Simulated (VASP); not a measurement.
The system is Si.

```
CELL_PARAMETERS angstrom
0.00000 1.67000 1.67000
1.67000 0.00000 1.67000
1.67000 1.67000 0.00000
ATOMIC_POSITIONS crystal
Si 0.00000 0.00000 0.00000
```

| Item | Value |
| --- | --- |
| Program | VASP 6.6.1 |
| Task | relaxation of cell and atoms |
| Functional | revPBE |
| Dispersion | D3(BJ) |
| Potentials or basis | VASP PAW PBE potentials, release 64 (Si) |
| Cutoff | 600 eV |
| k mesh | 17 × 17 × 17 |
| Occupations | fermi-dirac, width 0.15 eV |
| Spin | no spin polarisation |

At the start: pressure 72.6 GPa; volume 9.31 Å³/atom.

Question: How do energy, volume and symmetry change on relaxing?

Answer: Over 5 steps the energy falls by 613.9 meV/atom and the volume is 12.99 Å³/atom (+39.4 %); space group Fm-3m (No. 225, to 0.05 Å).

Step by step:
| step | energy change (eV) | largest force (eV/Å) | pressure (GPa) | volume (Å³) |
| --- | --- | --- | --- | --- |
| 1 | 0.0000 | 0.0000 | 72.60 | 9.31 |
| 2 | -0.4363 | 0.0000 | -14.27 | 16.24 |
| 3 | -0.6139 | 0.0000 | 0.33 | 12.95 |
| 4 | -0.6139 | 0.0000 | -0.33 | 13.03 |
| 5 | -0.6139 | 0.0000 | 0.04 | 12.99 |

Final structure:
```cif
data_structure
_symmetry_space_group_name_H-M 'P 1'
_symmetry_Int_Tables_number 1
_cell_length_a 2.6383
_cell_length_b 2.6383
_cell_length_c 2.6383
_cell_angle_alpha 60.000
_cell_angle_beta 60.000
_cell_angle_gamma 60.000
_cell_volume 12.99
loop_
_atom_site_label
_atom_site_type_symbol
_atom_site_fract_x
_atom_site_fract_y
_atom_site_fract_z
_atom_site_occupancy
Si1 Si 0.00000 0.00000 0.00000 1
```

Caveat: the volume moved by over 15 % at a fixed basis, so the end points are rough; the PAW data sets were made with another functional, which shifts forces and pressure a little; the volume moved by +39 % from the deposited cell, more than functionals usually miss; pairwise dispersion overbinds metals, which lowers pressure and volume.
